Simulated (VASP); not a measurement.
Se, 4 atoms in the cell. Symmetry: P4_12_12, No. 92, tetragonal system. Conventional cell: a = 3.818 Å, b = 3.818 Å, c = 6.593 Å, α = 90.00°, β = 90.00°, γ = 90.00°. Se (site symmetry 2) has 6 Se at 2.73 to 3.52 Å within 3.6 Å. The cell was built from a structure type or drawn by symmetry, and may not be a known phase.

| Quantity | Value |
| --- | --- |
| Program | VASP 6.6.1 |
| Task | relaxation of cell and atoms |
| Functional | PBE |
| Potentials or basis | VASP PAW PBE potentials, release 64 (Se) |
| Cutoff | 600 eV |
| k mesh | 12 × 12 × 8 |
| Occupations | gaussian, width 0.1 eV |
| Spin | no spin polarisation |
| Dipole correction | no |
| Further INCAR settings | ALGO = Normal; EDIFF = 1e-06; IBRION = 2; EDIFFG = -0.01; NSW = 100; ISIF = 3 |

Potentials or basis: VASP PAW PBE potentials, release 64 (Se).

Launch:

```sh
$ cat potpaw_PBE.64/Se/POTCAR > POTCAR
$ mpirun -np 1 vasp_std > vasp.out
```

Hardware: 1 thread of Intel(R) Xeon(R) 6975P-C (Granite Rapids) (shared host).

Q: How long does it take, and how much memory?

A: It took 68 s on 1 thread of Intel(R) Xeon(R) 6975P-C (Granite Rapids), on a shared host, peak memory 0.35 GiB. Counts: scf iterations 11, k points 140, ion steps 1.
